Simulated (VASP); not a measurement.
# HC4 in VASP: a series of runs, part 2 of 2

VASP 6.6.1.

## 3. Single point, PBE+D3(BJ)

Contents of INCAR:

```
SYSTEM = HC4
ALGO = Normal ; DIPOL = 0.5 0.5 0.227
EDIFF = 1E-7 ; ENCUT = 520
GGA = PE ; IDIPOL = 3
ISIF = 2 ; ISMEAR = 0
IVDW = 12 ; LASPH = .True.
LCHARG = .True. ; LDIPOL = .True.
LELF = .True. ; LREAL = .False.
LVACPOTAV = .True. ; LVHAR = .True.
LWAVE = .False. ; NBANDS = 28
NELM = 60 ; PREC = Accurate
SIGMA = 0.1
```

Contents of KPOINTS:

```
k-points
0
Gamma
  6 6 1
  0 0 0
```

Contents of POSCAR:

```
HC4
1.0
    4.9314011428      0.0000000001      0.0000000000
   -2.4657005715      4.2707186659      0.0000000000
    0.0000000000      0.0000000000     18.0000000000
C H
8 2
Direct
    0.1666666667      0.3333333333      0.2222222222
    0.1666666667      0.8333333333      0.2222222222
    0.6666666667      0.3333333333      0.2222222222
    0.6666666667      0.8333333333      0.2222222222
    0.3333333333      0.1666666667      0.2222222222
    0.3333333333      0.6666666667      0.2222222222
    0.8333333333      0.1666666667      0.2222222222
    0.8333333333      0.6666666667      0.2222222222
    0.0233897705      0.0233921815      0.2472222222
    0.4766102295      0.4766078185      0.2472222222
```

Potentials or basis: VASP PAW PBE potentials, release 64 (C, H).

On the command line:

```console
$ cat potpaw_PBE.64/C/POTCAR potpaw_PBE.64/H/POTCAR > POTCAR
$ mpirun -np 1 vasp_std > vasp.out
```

OUTCAR:

```text
SYSTEM = HC4
   EDIFF = 1E-7
   ENCUT = 520
   GGA = PE
   ISIF = 2
   ISMEAR = 0
   IVDW = 12
   LASPH = .True.
   LREAL = .False.
   NELM = 60
   PREC = Accurate
 IVDW          = 12

 ion  position               nearest neighbor table
   1  0.167  0.333  0.222-   9 1.40  10 1.40   5 1.42   7 1.42   6 1.42
   2  0.167  0.833  0.222-   6 1.42   8 1.42   5 1.42
   3  0.667  0.333  0.222-   7 1.42   5 1.42   8 1.42
   4  0.667  0.833  0.222-   8 1.42   6 1.42   7 1.42
   5  0.333  0.167  0.222-  10 1.40   9 1.40   1 1.42   3 1.42   2 1.42
   6  0.333  0.667  0.222-   2 1.42   4 1.42   1 1.42
   7  0.833  0.167  0.222-   3 1.42   1 1.42   4 1.42
   8  0.833  0.667  0.222-   4 1.42   2 1.42   3 1.42
   9  0.023  0.023  0.247-   1 1.40   5 1.40
  10  0.477  0.477  0.247-   5 1.40   1 1.40

  LATTYP: Found a hexagonal cell.
 ALAT       =     4.9314011428
 C/A-ratio  =     3.6500782392

  Lattice vectors:

 A1 = (   4.9314011428,   0.0000000001,   0.0000000000)
 A2 = (  -2.4657005715,   4.2707186659,   0.0000000000)
 A3 = (   0.0000000000,   0.0000000000,  18.0000000000)

Analysis of symmetry for initial positions (statically):
=====================================================================
 Subroutine PRICEL returns:
 Original cell was already a primitive cell.

 Routine SETGRP: Setting up the symmetry group for a
 hexagonal supercell.

 Subroutine GETGRP returns: Found  4 space group operations
 (whereof  2 operations were pure point group operations)
 out of a pool of 24 trial point group operations.

The static configuration has the point symmetry C_1h.
 The point group associated with its full space group is C_2v.

Analysis of symmetry for dynamics (positions and initial velocities):
=====================================================================
 Subroutine PRICEL returns:
 Original cell was already a primitive cell.
[... 143 lines left out ...]
   LRPA    =     F    only Hartree local field effects (RPA)
 non-spin polarized calculation
 Gauss-broadening in eV      SIGMA  =   0.10
  energy-cutoff  :      520.00
  volume of cell :      379.09
 maximum number of plane-waves:     10258
 NGX is ok and might be reduce to    40
   NGX = 19   NGY = 19   NGZ = 67

 dipolmoment           0.000000      0.000000      0.000002 electrons x Angstroem

 number of electron      33.9999997 magnetization

 dipolmoment           0.000000      0.000000     -0.101454 electrons x Angstroem

 Free energy of the ion-electron system (eV)
  ---------------------------------------------------
  ext. energy  EPLUGINS =         0.00000000
  ---------------------------------------------------
  free energy    TOTEN  =       -70.36518644 eV

  energy without entropy =      -70.35324534  energy(sigma->0) =      -70.35921589

 E-fermi :  -1.0158     XC(G=0):  -2.4738

 val. band max:       -1.2089539657   @ k =   0.0000   0.0000   0.0000
 cond. band min:      -0.9998680289   @ k =  -0.1667   0.1667   0.0000
 fundamental gap:      0.2090859368
 Fermi energy:        -1.0157643091

 k-point     1 :       0.0000    0.0000    0.0000
  band No.  band energies     occupation
      1     -23.9825      2.00000
      2     -19.1470      2.00000
      3     -18.2720      2.00000
      4     -17.6336      2.00000
      5     -17.2119      2.00000
      6     -17.1063      2.00000
[... 392 lines left out ...]
     27       4.4127      0.00000
     28       4.4276      0.00000

------------------------ aborting loop because EDIFF is reached ----------------------------------------

 Edisp (eV)   -0.71688

 E8    (eV) :    -0.2152

  FORCE on cell =-STRESS in cart. coord.  units (eV):
  Direction    XX          YY          ZZ          XY          YZ          ZX
  --------------------------------------------------------------------------------------
  -------------------------------------------------------------------------------------
  Total      12.22406    11.52707     3.25622    -0.60361     0.00000     0.00000
  in kB      51.66333    48.71758    13.76196    -2.55109     0.00000     0.00000
  external pressure =       38.05 kB  Pullay stress =        0.00 kB

 VOLUME and BASIS-vectors are now :
 -----------------------------------------------------------------------------
  energy-cutoff  :      520.00
  volume of cell :      379.09
      direct lattice vectors                 reciprocal lattice vectors
     4.931401143  0.000000000  0.000000000     0.202782124  0.117076314  0.000000000
    -2.465700572  4.270718666  0.000000000    -0.000000000  0.234152628  0.000000000
     0.000000000  0.000000000 18.000000000     0.000000000  0.000000000  0.055555556

 POSITION                                       TOTAL-FORCE (eV/Angst)
 -----------------------------------------------------------------------------------
      0.00000      1.42357      4.00000        -1.268121      0.732150     -1.878928
     -1.23285      3.55893      4.00000         0.856130     -1.166676     -0.323042
      2.46570      1.42357      4.00000         1.438436     -0.158092     -0.323042
      1.23285      3.55893      4.00000        -0.358259      0.206841     -1.173388
      1.23285      0.71179      4.00000         1.268121     -0.732150     -1.878928
     -0.00000      2.84715      4.00000        -0.856130      1.166676     -0.323042
      3.69855      0.71179      4.00000        -1.438436      0.158092     -0.323042
      2.46570      2.84715      4.00000         0.358259     -0.206841     -1.173388
      0.05767      0.09990      4.45000         0.092142      0.159595      3.698401
      1.17518      2.03546      4.45000        -0.092142     -0.159595      3.698401
 -----------------------------------------------------------------------------------
    total drift:                               -0.004222      0.007363      0.000832

  FREE ENERGIE OF THE ION-ELECTRON SYSTEM (eV)
  ---------------------------------------------------
  free  energy   TOTEN  =       -71.0820687541 eV

  energy  without entropy=      -71.0701276602  energy(sigma->0) =      -71.07609821

 vacuum level on the upper side and lower side of the slab         1.369         2.241
```

Wall time 6.6 min (1 thread of Intel Xeon 6975P-C (Granite Rapids), shared host); peak memory 0.53 GiB.

Results:

```
Free energy                : -71.0821 eV
Largest force              : 3.703 eV/Å
Band gap on the k mesh     : zero (bands 17 and 18 overlap by 1.71 eV)
Dispersion energy per atom : -0.072 eV
```

Forces in eV/Å, atoms in the order of the input:
```
C   -1.268  0.732 -1.879
C    0.856 -1.167 -0.323
C    1.438 -0.158 -0.323
C   -0.358  0.207 -1.173
C    1.268 -0.732 -1.879
C   -0.856  1.167 -0.323
C   -1.438  0.158 -0.323
C    0.358 -0.207 -1.173
H    0.092  0.160  3.698
H   -0.092 -0.160  3.698
```

## 4. Single point, PBE+D3(BJ)

Contents of INCAR:

```
ALGO = Normal
DIPOL = 0.5 0.5 0.234
EDIFF = 1E-6
ENCUT = 520
GGA = PE
IDIPOL = 3
ISIF = 2
ISMEAR = 0
IVDW = 12
LASPH = T
LCHARG = F
LDIPOL = T
LREAL = F
LWAVE = F
NBANDS = 28
NELM = 100
PREC = Accurate
SIGMA = 0.1
```

Contents of KPOINTS:

```
k-points
0
Gamma
  6 6 1
```

Edit POSCAR of step 3 so:

```diff
@@ -16,3 +16,3 @@
     0.8333333333      0.6666666667      0.2222222222
-    0.0233897705      0.0233921815      0.2472222222
-    0.4766102295      0.4766078185      0.2472222222
+    0.0233897705      0.0233921815      0.2827777778
+    0.4766102295      0.4766078185      0.2827777778
```

On the command line:

```console
$ cat potpaw_PBE.64/C/POTCAR potpaw_PBE.64/H/POTCAR > POTCAR
$ mpirun -np 1 vasp_std > vasp.out
```

Wall time 7.1 min (1 thread of Intel Xeon 6975P-C (Granite Rapids), shared host); peak memory 0.53 GiB.

The run converged. Its results:

- Free energy: -74.3989 eV
- Largest force: 1.135 eV/Å
- Band gap on the k mesh: zero (bands 17 and 18 overlap by 2.01 eV)
- Dispersion energy per atom: -0.091 eV

Forces on the atoms (eV/Å):
```
C   -0.641  0.370 -0.272
C    0.271 -0.499 -0.210
C    0.568  0.014 -0.210
C   -0.144  0.083 -0.427
C    0.641 -0.370 -0.272
C   -0.271  0.499 -0.210
C   -0.568 -0.014 -0.210
C    0.144 -0.083 -0.427
H    0.095  0.165  1.119
H   -0.095 -0.165  1.119
```

Levels at points of the mesh, in eV from the Fermi level:
```csv
k point,band 13,band 14,band 15,band 16,band 17,band 18,band 19,band 20,band 21,band 22
"(0.00, 0.00, 0.00)",-3.93,-3.73,-3.39,-3.10,-2.47,-1.16,0.72,1.50,3.26,3.56
"(0.50, 0.00, 0.00)",-6.08,-5.88,-4.01,-3.97,0.79,1.03,1.83,1.89,4.74,4.96
"(0.50, 0.50, 0.00)",-6.10,-5.88,-4.33,-4.01,0.86,1.17,1.79,1.87,4.32,5.17
```

## 5. The runs side by side

| cell | gap on the mesh (eV) | largest force (eV/Å) |
| --- | --- | --- |
| as given, atomic positions A | none | 2.31 |
| as given, atomic positions B | none | 3.70 |
| as given, atomic positions C | none | 1.14 |

Alike in all rows: task single point; level PBE+D3(BJ); potentials or basis VASP PAW PBE potentials, release 64 (C, H); no spin polarisation; k mesh 6 × 6 × 1; cutoff (eV) 520; smearing gaussian 0.1 eV.

Absolute energies hang on the potentials; compare differences alone.

The gap in the log of VASP goes by the Fermi energy; the results here count the filled bands.